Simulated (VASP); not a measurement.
Set up this calculation in VASP 6.6.1, as the native input.

* Task: single point
* Functional: PBE
* Dispersion: D3(BJ)
* Potentials or basis: VASP PAW PBE potentials, release 64 (Te, Mo_sv)
* Cutoff: 520 eV
* k mesh: 9 × 9 × 1
* Occupations: gaussian, width 0.05 eV
* Spin: no spin polarisation
* Dipole correction: yes
* Further INCAR settings: ALGO = Normal; EDIFF = 1e-07; NBANDS = 35

The structure of Te2Mo lies in POSCAR:

```
Te2Mo
1.0
    3.5038818256      0.0000000000      0.0000000000
   -1.7519409128      3.0344506729      0.0000000000
    0.0000000000      0.0000000000     24.7677191314
Te Mo
4 2
Direct
    0.3333333333      0.6666666667      0.1816881069
    0.3333333333      0.6666666667      0.3284056769
    0.5000000000      0.6666666667      0.4757749191
    0.5000000000      0.6666666667      0.6224924891
    0.6666666667      0.3333333333      0.2550468919
    0.1666666667      1.0000000000      0.5491337041
```

This cell differs from its parent crystal: layers slid over each other.

These files were run (other wordings do the same):

INCAR

```
PREC = Accurate ; ENCUT = 520
EDIFF = 1E-7 ; ISMEAR = 0
SIGMA = 0.05 ; LREAL = False
LASPH = True ; NELM = 80
ALGO = Normal ; ISIF = 2
LWAVE = False ; LCHARG = False
LDIPOL = True ; IDIPOL = 3
DIPOL = 0.5 0.5 0.402 ; GGA = PE
IVDW = 12 ; NBANDS = 35
```

KPOINTS

```
Automatic mesh
0
Gamma
  9 9 1
```

Potentials or basis: VASP PAW PBE potentials, release 64 (Te, Mo_sv).

Run with:

```bash
$ cat potpaw_PBE.64/Te/POTCAR potpaw_PBE.64/Mo_sv/POTCAR > POTCAR
$ mpirun -np 1 vasp_std > vasp.out
```

Results of the run:

```json
{"Largest force": "0.130 eV/Å", "Band gap on the k mesh": "1.11 eV (least direct gap 1.17 eV)", "Dispersion energy per atom": "-0.459 eV"}
```

Caveat: the cell differs from its parent crystal (layers slid over each other); spin-orbit coupling is left out, which moves the levels of the heavy elements.

It took 6.9 min on 1 thread of Intel(R) Xeon(R) Platinum 8488C (Sapphire Rapids), with other jobs on the host, peak memory 0.57 GiB.
